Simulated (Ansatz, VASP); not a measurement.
**Ti3Al: VASP beside Ansatz**

The input INCAR:

```
PREC = Accurate
ENCUT = 500
EDIFF = 1E-7
ISMEAR = 0
SIGMA = 0.1
LREAL = F
LASPH = T
NELM = 120
ALGO = Normal
ISIF = 3
LWAVE = F
LCHARG = F
GGA = PE
IBRION = 2
NSW = 100
EDIFFG = -0.01
GGA_COMPAT = F
NELMIN = 4
```

File KPOINTS:

```
regular mesh
0
Gamma
  18 18 6
```

Contents of POSCAR:

```
Ti3Al
1.0
    2.9275422229      0.0000000000      0.0000000000
   -1.4637711114      2.5353259357      0.0000000000
    0.0000000000      0.0000000000      9.2263620000
Ti Al
3 1
Direct
    0.6666666700      0.3333333300      0.0000000000
    0.3333333300      0.6666666700      0.7505940000
    0.3333333300      0.6666666700      0.2494060000
    0.6666666700      0.3333333300      0.5000000000
```

Input for Ansatz:

```yaml
crystal:
  lattice:
    - [2.9275422229, 0.0, 0.0]
    - [-1.4637711114, 2.5353259357, 0.0]
    - [0.0, 0.0, 9.226362]
  atoms:
    - { symbol: Ti, position: [0.66666667, 0.33333333, 0.0] }
    - { symbol: Ti, position: [0.33333333, 0.66666667, 0.750594] }
    - { symbol: Ti, position: [0.33333333, 0.66666667, 0.249406] }
    - { symbol: Al, position: [0.66666667, 0.33333333, 0.5] }
basis:
  ecutwfc: 420
kpoints:
  mp_grid: { grid: [18, 18, 6] }
hamiltonian:
  xc: pbe
scf:
  occupations: { method: gaussian, width: 0.1 }
output:
  forces: true
  stress: true
  eigenvalues: true
  write_density: true
  write_potential: true
  elf: true
  volumetric_format: npy
relax:
  adjacent_minimum: "off"
  f_tol: 0.01
  max_steps: 80
  cell: { stress_tol: 0.05 }
```

Alike in both runs: task relaxation of cell and atoms; functional PBE; k mesh 18 × 18 × 6; occupations gaussian, width 0.1 eV; no spin polarisation.

|  | VASP | Ansatz |
| --- | --- | --- |
| version | VASP 6.6.1 | Ansatz 0.2.0 |
| potentials or method | VASP PAW PBE potentials, release 64 (Ti_sv, Al), cutoff 500 eV | scalar-relativistic, plane waves, PAW |
| valence electrons in the cell | 39 | 39 |

Ansatz gave:

```
gap on the k mesh at the Fermi level, each at its own relaxed structure (eV) : none
relaxed volume (Å³/atom)                                                     : 17.16
relaxed cell length with the largest relative difference (Å)                 : 2.930
```

Q: Which values does VASP return?

A: gap on the k mesh at the Fermi level, each at its own relaxed structure (eV): none; relaxed volume (Å³/atom): 17.12; relaxed cell length with the largest relative difference (Å): 2.928.

A gap of «none» marks a metal or a gap that the smearing closes.

Noted on VASP's run: the relaxation stopped at its first step, so nothing moved.
